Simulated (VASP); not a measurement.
# In2GaP3 (P-4m2) in VASP: further runs

In2GaP3 is run at these levels: PBE; tasks: single point.

All numbers are computed with VASP 6.6.1; they aren't measurements. Logs are shortened: lines on timing, memory, paths and dates and some standing lists are left out, and cuts for length are marked.

### 1 The cell of the first run

The structure is tetragonal, space group P-4m2 (No. 115). Conventional cell: a = 3.849 Å, b = 3.849 Å, c = 8.044 Å, α = 90.00°, β = 90.00°, γ = 90.00°. In (site symmetry 2mm) has 7 P at 2.77 to 3.44 Å and 2 Ga at 3.44 Å and 4 In at 3.59 Å within 3.7 Å. Within 3.6 Å of Ga (site symmetry -4m2) lie 8 P at 2.72 to 3.02 Å and 4 In at 3.44 Å. P (site symmetry -4m2) has 4 Ga at 2.72 Å and 4 P at 3.02 Å and 4 In at 3.44 Å within 3.6 Å. P (site symmetry 2mm) has 5 In at 2.77 to 2.87 Å and 2 Ga at 3.02 Å and 2 P at 3.02 Å within 3.7 Å.

### 2 Single point, PBE

INCAR reads:

```
SYSTEM = In2GaP3
PREC = Accurate ; ENCUT = 520
EDIFF = 1E-6 ; ISMEAR = 0
SIGMA = 0.1 ; LREAL = .FALSE.
LASPH = .TRUE. ; NELM = 80
ALGO = Normal ; ISIF = 2
LWAVE = .FALSE. ; LCHARG = .FALSE.
GGA = PE ; NBANDS = 36
```

KPOINTS reads:

```
Automatic mesh
0
G
  4 4 2
  0 0 0
```

POSCAR reads:

```
In2GaP3
1.0
    3.8491082798      0.0000000000      0.0000000000
    0.0000000000      3.8491082798      0.0000000000
    0.0000000000      0.0000000000      8.0440375650
In Ga P
2 1 3
Direct
    0.0000000000      0.5000000000      0.6457497029
    0.5000000000      0.0000000000      0.3542502971
    0.0000000000      0.0000000000      0.0000000000
    0.5000000000      0.5000000000      0.0000000000
    0.0000000000      0.5000000000      0.2895203106
    0.5000000000      0.0000000000      0.7104796894
```

Potentials or basis: VASP PAW PBE potentials, release 64 (In_d, Ga_d, P).

Run with:

```sh
$ cat potpaw_PBE.64/In_d/POTCAR potpaw_PBE.64/Ga_d/POTCAR potpaw_PBE.64/P/POTCAR > POTCAR
$ mpirun -np 1 vasp_std > vasp.out
```

OUTCAR:

```text
SYSTEM = In2GaP3
   PREC = Accurate
   ENCUT = 520
   EDIFF = 1E-6
   ISMEAR = 0
   LREAL = .FALSE.
   LASPH = .TRUE.
   NELM = 80
   ISIF = 2
   GGA = PE

 ion  position               nearest neighbor table
   1  0.000  0.500  0.646-   6 2.77   6 2.77   6 2.77   6 2.77   5 2.87   3 3.44   4 3.44   4 3.44
                             3 3.44   2 3.59   2 3.59   2 3.59   2 3.59
   2  0.500  0.000  0.354-   5 2.77   5 2.77   5 2.77   5 2.77   6 2.87   3 3.44   3 3.44   4 3.44
                             4 3.44   1 3.59   1 3.59   1 3.59   1 3.59
   3  0.000  0.000  0.000-   4 2.72   4 2.72   4 2.72   4 2.72   2 3.44   2 3.44   1 3.44   1 3.44

   4  0.500  0.500  0.000-   3 2.72   3 2.72   3 2.72   3 2.72   2 3.44   1 3.44   1 3.44   2 3.44

   5  0.000  0.500  0.290-   2 2.77   2 2.77   2 2.77   2 2.77   1 2.87
   6  0.500  0.000  0.710-   1 2.77   1 2.77   1 2.77   1 2.77   2 2.87

  LATTYP: Found a simple tetragonal cell.
 ALAT       =     3.8491082798
 C/A-ratio  =     2.0898444471

  Lattice vectors:

 A1 = (   3.8491082798,   0.0000000000,   0.0000000000)
 A2 = (   0.0000000000,   3.8491082798,   0.0000000000)
 A3 = (   0.0000000000,   0.0000000000,   8.0440375650)

Analysis of symmetry for initial positions (statically):
=====================================================================
 Subroutine PRICEL returns:
 Original cell was already a primitive cell.

 Routine SETGRP: Setting up the symmetry group for a
 simple tetragonal supercell.

 Subroutine GETGRP returns: Found  8 space group operations
 (whereof  8 operations were pure point group operations)
 out of a pool of 16 trial point group operations.

The static configuration has the point symmetry D_2d.

Analysis of symmetry for dynamics (positions and initial velocities):
=====================================================================
 Subroutine PRICEL returns:
 Original cell was already a primitive cell.

 Routine SETGRP: Setting up the symmetry group for a
 simple tetragonal supercell.

 Subroutine GETGRP returns: Found  8 space group operations
 (whereof  8 operations were pure point group operations)
 out of a pool of 16 trial point group operations.

The dynamic configuration has the point symmetry D_2d.

 Subroutine INISYM returns: Found  8 space group operations
 (whereof  8 operations are pure point group operations),
 and found     1 'primitive' translations

----------------------------------------------------------------------------------------

                                     Primitive cell

  volume of cell :     119.1775

  direct lattice vectors                    reciprocal lattice vectors
     3.849108280  0.000000000  0.000000000     0.259800434  0.000000000  0.000000000
     0.000000000  3.849108280  0.000000000     0.000000000  0.259800434  0.000000000
     0.000000000  0.000000000  8.044037565     0.000000000  0.000000000  0.124315680

  length of vectors
     3.849108280  3.849108280  8.044037565     0.259800434  0.259800434  0.124315680

  position of ions in fractional coordinates (direct lattice)
     0.000000000  0.500000000  0.645749703
     0.500000000  0.000000000  0.354250297
     0.000000000  0.000000000  0.000000000
     0.500000000  0.500000000  0.000000000
     0.000000000  0.500000000  0.289520311
     0.500000000  0.000000000  0.710479689

  ion indices of the primitive-cell ions
   primitive index   ion index
                 1           1
                 2           2
                 3           3
                 4           4
                 5           5
                 6           6

----------------------------------------------------------------------------------------

 KPOINTS: Automatic mesh

Automatic generation of k-mesh.
 Grid dimensions read from file:
 generate k-points for:    4    4    2

 Generating k-lattice:

  Cartesian coordinates                     Fractional coordinates (reciprocal lattice)
     0.064950108  0.000000000  0.000000000     0.250000000  0.000000000  0.000000000
     0.000000000  0.064950108  0.000000000     0.000000000  0.250000000  0.000000000
     0.000000000  0.000000000  0.062157840     0.000000000  0.000000000  0.500000000

  Length of vectors
     0.064950108  0.064950108  0.062157840

  Shift w.r.t. Gamma in fractional coordinates (k-lattice)
     0.000000000  0.000000000  0.000000000

 Subroutine IBZKPT returns following result:
 ===========================================

 Found     12 irreducible k-points:

 Following reciprocal coordinates:
            Coordinates               Weight
  0.000000  0.000000  0.000000      1.000000
  0.250000  0.000000  0.000000      4.000000
  0.500000  0.000000  0.000000      2.000000
  0.250000  0.250000  0.000000      4.000000
  0.500000  0.250000  0.000000      4.000000
  0.500000  0.500000  0.000000      1.000000
  0.000000  0.000000  0.500000      1.000000
  0.250000  0.000000  0.500000      4.000000
  0.500000  0.000000  0.500000      2.000000
  0.250000  0.250000  0.500000      4.000000
  0.500000  0.250000  0.500000      4.000000
  0.500000  0.500000  0.500000      1.000000
   k-points           NKPTS =     12   k-points in BZ     NKDIM =     12   number of bands    NBANDS=     36
   number of dos      NEDOS =    301   number of ions     NIONS =      6
   total plane-waves  NPLWV =  54000
   dimension x,y,z NGX =    30 NGY =   30 NGZ =   60
   dimension x,y,z NGXF=    60 NGYF=   60 NGZF=  120
   ions per type =               2   1   3
   NGX,Y,Z   is equivalent  to a cutoff of  12.96, 12.96, 12.40 a.u.
   NGXF,Y,Z  is equivalent  to a cutoff of  25.91, 25.91, 24.80 a.u.
 SYSTEM =  In2GaP3
   PREC   = accura    normal or accurate (medium, high low for compatibility)
   ISTART =      0    job   : 0-new  1-cont  2-samecut
   ICHARG =      2    charge: 1-file 2-atom 10-const
   ISPIN  =      1    spin polarized calculation?
   LNONCOLLINEAR =      F non collinear calculations
   LSORBIT =      F    spin-orbit coupling
   LASPH  =      T    aspherical Exc in radial PAW
   ENCUT  =  520.0 eV  38.22 Ry    6.18 a.u.   7.16  7.16 14.96*2*pi/ulx,y,z
   NELM   =     80;   NELMIN=  2; NELMDL= -5     # of ELM steps
   EDIFF  = 0.1E-05   stopping-criterion for ELM
   LREAL  =      F    real-space projection
   EDIFFG = 0.1E-04   stopping-criterion for IOM
   NSW    =      0    number of steps for IOM
   IBRION =     -1    ionic relax: 0-MD 1-quasi-New 2-CG
   NFREE  =      0    steps in history (QN), initial steepest desc. (CG)
   ISIF   =      2    stress and relaxation
   ISYM   =      2    0-nonsym 1-usesym 2-fastsym
   POTIM  = 0.5000    time-step for ionic-motion
   TEBEG  =    0.0;   TEEND  =   0.0 temperature during run
   PSTRESS=    0.0 pullay stress
   NELECT =      54.0000    total number of electrons
   NUPDOWN=      -1.0000    fix difference up-down
   EMIN   =  10.00;   EMAX   =-10.00  energy-range for DOS
   EFERMI =   0.00;   METHOD = LEGACY
   ISMEAR =     0;   SIGMA  =   0.10  broadening in eV -4-tet -1-fermi 0-gaus
   EFERMI_NEDOS =   21; number of points for ismear=-14 and -15
   IALGO  =     38    algorithm
   IMIX   =      4    mixing-type and parameters
     AMIX     =   0.40;   BMIX     =  1.00
     AMIX_MAG =   1.60;   BMIX_MAG =  1.00
  volume/ion in A,a.u.               =      19.86       134.04
  Fermi-wavevector in a.u.,A,eV,Ry     =   1.257403  2.376148 21.511673  1.581063
  Thomas-Fermi vector in A             =   2.391064
   LORBIT       =      0    0 simple, 1 ext, 2 COOP (PROOUT), +10 PAW based schemes
   GGA     = PE    functional components
   LHFCALC =     F    Hartree Fock is set to
   AEXX    =    0.0000 exact exchange contribution
   IVDW    =     0    specifies the selected vdW correction
   LEPSILON=     F    determine dielectric tensor
   LRPA    =     F    only Hartree local field effects (RPA)
 non-spin polarized calculation
 Gauss-broadening in eV      SIGMA  =   0.10
  energy-cutoff  :      520.00
  volume of cell :      119.18
 maximum number of plane-waves:      3244
 NGX is ok and might be reduce to    30
   NGX = 15   NGY = 15   NGZ = 29

 number of electron      53.9999989 magnetization

 Free energy of the ion-electron system (eV)
  ---------------------------------------------------
  ext. energy  EPLUGINS =         0.00000000
  ---------------------------------------------------
  free energy    TOTEN  =       -22.61778077 eV

  energy without entropy =      -22.60785301  energy(sigma->0) =      -22.61281689

 E-fermi :   7.4474     XC(G=0): -10.6483

 val. band max:        7.3662692545   @ k =   0.5000   0.2500   0.5000
 cond. band min:       7.5259793292   @ k =   0.0000   0.0000   0.0000
 fundamental gap:      0.1597100746
 Fermi energy:         7.4473727084

 k-point     1 :       0.0000    0.0000    0.0000
  band No.  band energies     occupation
      1      -7.4685      2.00000
      2      -7.3891      2.00000
      3      -7.3155      2.00000
      4      -7.3155      2.00000
      5      -7.2635      2.00000
      6      -7.2595      2.00000
[... 28 lines left out ...]
     35      13.6578      0.00000
     36      13.6578      0.00000

 k-point     2 :       0.2500    0.0000    0.0000
  band No.  band energies     occupation
      1      -7.3968      2.00000
      2      -7.3712      2.00000
      3      -7.3270      2.00000
      4      -7.3217      2.00000
      5      -7.2711      2.00000
      6      -7.2527      2.00000
[... 28 lines left out ...]
     35      12.2407      0.00000
     36      12.3991      0.00000

 k-point     3 :       0.5000    0.0000    0.0000
  band No.  band energies     occupation
      1      -7.3601      2.00000
      2      -7.3430      2.00000
      3      -7.3317      2.00000
      4      -7.3012      2.00000
      5      -7.2834      2.00000
      6      -7.2776      2.00000
[... 28 lines left out ...]
     35      11.1445      0.00000
     36      11.6543      0.00000
[... 274 lines left out ...]
 k-point    11 :       0.5000    0.2500    0.5000
  band No.  band energies     occupation
      1      -7.4232      2.00000
      2      -7.4137      2.00000
      3      -7.3535      2.00000
      4      -7.3303      2.00000
      5      -7.3149      2.00000
      6      -7.3018      2.00000
[... 28 lines left out ...]
     35      12.9014      0.00000
     36      14.2608      0.00000

 k-point    12 :       0.5000    0.5000    0.5000
  band No.  band energies     occupation
      1      -7.5041      2.00000
      2      -7.5041      2.00000
      3      -7.3670      2.00000
      4      -7.3470      2.00000
      5      -7.3059      2.00000
      6      -7.3059      2.00000
[... 28 lines left out ...]
     35      14.3196      0.00000
     36      15.5916      0.00000

------------------------ aborting loop because EDIFF is reached ----------------------------------------

  FORCE on cell =-STRESS in cart. coord.  units (eV):
  Direction    XX          YY          ZZ          XY          YZ          ZX
  --------------------------------------------------------------------------------------
  -------------------------------------------------------------------------------------
  Total        0.0492712      0.0492712     -0.2115688      0.0000000      0.0000000     -0.0000000
  in kB        0.6623829      0.6623829     -2.8442509      0.0000000      0.0000000     -0.0000000
  external PRESSURE =      -0.5064950 kB  Pullay stress =       0.0000000 kB

 VOLUME and BASIS-vectors are now :
 -----------------------------------------------------------------------------
  energy-cutoff  :      520.00
  volume of cell :      119.18
      direct lattice vectors                 reciprocal lattice vectors
     3.849108280  0.000000000  0.000000000     0.259800434  0.000000000  0.000000000
     0.000000000  3.849108280  0.000000000     0.000000000  0.259800434  0.000000000
     0.000000000  0.000000000  8.044037565     0.000000000  0.000000000  0.124315680

 POSITION                                       TOTAL-FORCE (eV/Angst)
 -----------------------------------------------------------------------------------
      0.00000      1.92455      5.19443         0.000000      0.000000      0.006664
      1.92455      0.00000      2.84960         0.000000     -0.000000     -0.006664
      0.00000      0.00000      0.00000         0.000000     -0.000000      0.000000
      1.92455      1.92455      0.00000         0.000000     -0.000000      0.000000
      0.00000      1.92455      2.32891         0.000000     -0.000000     -0.013224
      1.92455      0.00000      5.71513         0.000000     -0.000000      0.013224
 -----------------------------------------------------------------------------------
    total drift:                                0.000000     -0.000000     -0.000000

  FREE ENERGIE OF THE ION-ELECTRON SYSTEM (eV)
  ---------------------------------------------------
  free  energy   TOTEN  =       -22.6177807652 eV

  energy  without entropy=      -22.6078530074  energy(sigma->0) =      -22.61281689
```

It took 32 s on 1 thread of Intel Xeon Platinum 8488C (Sapphire Rapids), shared host; peak memory 0.24 GiB.

Results:

- Free energy: -22.6178 eV
- Pressure: -0.1 GPa
- Largest force: 0.013 eV/Å
- Band gap on the k mesh: zero (band 27 reaches 7.88 eV, above the bottom of band 28 at 5.98 eV)

Forces in eV/Å, atoms in the order of the input:
```
In   0.000  0.000  0.007
In   0.000  0.000 -0.007
Ga   0.000  0.000  0.000
P    0.000  0.000  0.000
P    0.000  0.000 -0.013
P    0.000  0.000  0.013
```

Stress tensor (GPa, compression positive):
```
 0.07  0.00  0.00
 0.00  0.07  0.00
 0.00  0.00 -0.28
```

Levels at points of the mesh, in eV from the Fermi level:
```tsv
k point	band 25	band 26	band 27	band 28	band 29	band 30
(0.00, 0.00, 0.00)	-1.57	-1.57	-0.94	-0.94	0.08	0.73
(0.50, 0.00, 0.00)	-1.06	-0.75	0.39	0.41	1.33	1.65
(0.50, 0.50, 0.00)	-4.26	-4.26	-3.42	0.26	0.51	0.51
(0.00, 0.00, 0.50)	-1.93	-1.90	-0.33	-0.33	-0.08	1.14
(0.50, 0.00, 0.50)	-0.71	0.22	0.43	1.39	2.15	2.32
(0.50, 0.50, 0.50)	-2.69	-2.69	-2.33	-1.47	-1.47	-0.80
```

Caveat: the k points lie up to 0.41 Å⁻¹ apart; spin-orbit coupling is left out, which moves the levels of the heavy elements.

### 3 Single point, PBE

This run uses another cell than the first one, of 21.32 Å³/atom, 1.073 times its volume.

INCAR reads:

```
PREC = Accurate
ENCUT = 520
EDIFF = 1E-7
ISMEAR = 0
SIGMA = 0.1
LREAL = F
LASPH = T
NELM = 100
ALGO = Normal
ISIF = 2
LWAVE = F
LCHARG = F
GGA = PE
NBANDS = 36
```

KPOINTS reads:

```
Automatic mesh
0
Gamma
  4 4 2
```

POSCAR reads:

```
In2GaP3
1.0
    3.8698354000      0.0000000000      0.0000000000
    0.0000000000      3.8698354000      0.0000000000
    0.0000000000      0.0000000000      8.5413524700
In Ga P
2 1 3
Direct
    0.0000000000      0.5000000000      0.7365000200
    0.5000000000      0.0000000000      0.2634999800
    0.0000000000      0.0000000000      0.0000000000
    0.5000000000      0.5000000000      0.0000000000
    0.0000000000      0.5000000000      0.3835000100
    0.5000000000      0.0000000000      0.6164999900
```

Potentials or basis: VASP PAW PBE potentials, release 64 (In_d, Ga_d, P).

Run with:

```sh
$ cat potpaw_PBE.64/In_d/POTCAR potpaw_PBE.64/Ga_d/POTCAR potpaw_PBE.64/P/POTCAR > POTCAR
$ mpirun -np 1 vasp_std > vasp.out
```

Wall time 45 s (1 thread of Intel Xeon Platinum 8488C (Sapphire Rapids), shared host); peak memory 0.24 GiB.

Results (log left out):

```
Free energy            : -21.4523 eV
Pressure               : -2.9 GPa
Largest force          : 0.910 eV/Å
Band gap on the k mesh : zero (band 27 reaches 6.83 eV, above the bottom of band 28 at 5.13 eV)
```

Forces on the atoms (eV/Å):
```
In   0.000  0.000 -0.910
In   0.000  0.000  0.910
Ga   0.000  0.000  0.000
P    0.000  0.000  0.000
P    0.000  0.000  0.070
P    0.000  0.000 -0.070
```

Stress tensor (GPa, compression positive):
```
-2.75  0.00  0.00
 0.00 -2.75  0.00
 0.00  0.00 -3.27
```

Levels at points of the mesh, in eV from the Fermi level:
```csv
k point,band 23,band 24,band 25,band 26,band 27,band 28,band 29,band 30,band 31,band 32
"(0.00, 0.00, 0.00)",-2.03,-1.52,-1.21,-1.21,-0.40,-0.27,-0.27,1.75,2.51,4.33
"(0.50, 0.00, 0.00)",-1.29,-0.99,-0.80,-0.70,-0.09,0.08,1.60,1.96,2.02,3.13
"(0.50, 0.50, 0.00)",-3.60,-3.54,-3.20,-3.20,-3.15,-0.06,0.49,0.49,1.98,3.19
"(0.00, 0.00, 0.50)",-2.27,-1.74,-1.74,-1.18,0.15,0.15,0.85,2.36,3.01,3.40
"(0.50, 0.00, 0.50)",-2.87,-0.75,-0.06,-0.02,0.39,1.13,1.31,1.68,1.87,2.40
"(0.50, 0.50, 0.50)",-4.46,-2.53,-2.53,-2.32,-1.86,-1.30,-0.81,-0.81,0.57,4.94
```

Caveat: the k points lie up to 0.41 Å⁻¹ apart; spin-orbit coupling is left out, which moves the levels of the heavy elements.
